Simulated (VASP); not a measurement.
Runs of VASP 6.6.1 on BPd4. The structure is that of space group Pmm2 (No. 25), or close to it. The cells are those of the table. 

| level | spin | cell | k mesh | smearing | gap on the mesh (eV) | pressure (GPa) | largest force (eV/Å) |
| --- | --- | --- | --- | --- | --- | --- | --- |
| r2SCAN | off | a = 2.846, b = 4.296, c = 5.763 Å, 5 atoms | 6 × 4 × 4 | gaussian 0.1 eV | none | 4.1 | 0.29 |
| PBE | off | a = 2.892, b = 4.365, c = 5.856 Å, 5 atoms | 6 × 4 × 4 | gaussian 0.0051 eV | none | -1.3 | 0.23 |
| PBE | off | a = 2.940, b = 4.344, c = 5.951 Å, angles 90.4, 90.0, 90.9°, 5 atoms | 4 × 2 × 2 | gaussian 0.1 eV | none | (b) | 0.28 |
| PBE | off | a = 3.030, b = 4.573, c = 6.136 Å, 5 atoms | 3 × 2 × 2 | gaussian 0.1 eV | none | -15.6 | 0.89 |
| PBE | off | a = 2.892, b = 4.365, c = 5.856 Å, 5 atoms | 6 × 4 × 4 | gaussian 0.1 eV | none | -1.3 | 0.23 |
| PBE | off | a = 2.892, b = 4.365, c = 5.856 Å, 5 atoms | 3 × 4 × 2, shifted | gaussian 0.1 eV | none | -1.1 | 0.31 |
| PBE+D3(BJ) | collinear | a = 2.892, b = 4.365, c = 5.856 Å, 5 atoms | 3 × 2 × 2 | gaussian 0.1 eV | none | (a) | 0.49 |
| PBE | off | a = 2.882, b = 4.350, c = 5.837 Å, 5 atoms | 6 × 4 × 4 | gaussian 0.1 eV | none | 0.3 | 0.18 |
| PBE | off | a = 2.892, b = 4.365, c = 5.856 Å, 5 atoms | 6 × 4 × 4 | methfessel-paxton 0.065 eV | none | -1.3 | 0.22 |

Alike in all rows: task single point; potentials or basis VASP PAW PBE potentials, release 64 (B, Pd); cutoff (eV) 520.

Estimate the missing entries.

(a) -6.7; (b) -4.3.

Caveats: all runs use coarse meshes; the PAW data sets were made with another functional, which shifts forces and pressure a little (at least some runs).

A k mesh can miss the band edges, and the runs leave out spin-orbit coupling on Pd.

A gap of «none» marks levels without a gap at the run's occupations.
